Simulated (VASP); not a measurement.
PbS: single point with PBE-based global hybrid with 40 % exact exchange

PbS:

```
CELL_PARAMETERS angstrom
0.00000 2.97057 2.97057
2.97057 0.00000 2.97057
2.97057 2.97057 0.00000
ATOMIC_POSITIONS crystal
Pb 0.00000 0.00000 0.00000
S 0.50000 0.50000 0.50000
```

- Program: VASP 6.6.1
- Task: single point
- Functional: PBE-based global hybrid with 40 % exact exchange
- Potentials or basis: VASP PAW PBE potentials, release 64 (Pb_d, S)
- Cutoff: 520 eV
- k mesh: 4 × 4 × 4
- Occupations: gaussian, width 0.01 eV
- Spin: no spin polarisation

```
Pressure               : 0.0 GPa
Band gap on the k mesh : 2.21 eV
```

Levels at points of the mesh, in eV from the valence-band top:
```tsv
k point	band 6	band 7	band 8	band 9	band 10	band 11	band 12	band 13	band 14	band 15
(0.00, 0.00, 0.00)	-16.13	-6.70	-2.81	-2.81	-2.81	7.73	7.73	7.73	9.02	9.02
(0.50, 0.00, 0.00)	-14.78	-10.23	-2.38	-2.38	0.00	2.21	3.96	3.96	11.08	12.89
(0.50, 0.50, 0.00)	-14.27	-8.07	-6.33	-4.27	-4.27	5.81	8.19	8.30	8.30	14.03
```

Run time: 7.5 min on 1 thread of Intel(R) Xeon(R) Platinum 8259CL CPU @ 2.50GHz (Skylake/Cascade Lake), with other jobs on the host, peak memory 0.19 GiB.

Caveat: the k points lie up to 0.46 Å⁻¹ apart; the PAW data sets were made with another functional, which shifts forces and pressure a little; spin-orbit coupling is left out, which moves the levels of the heavy elements. A k mesh can miss the band edges.
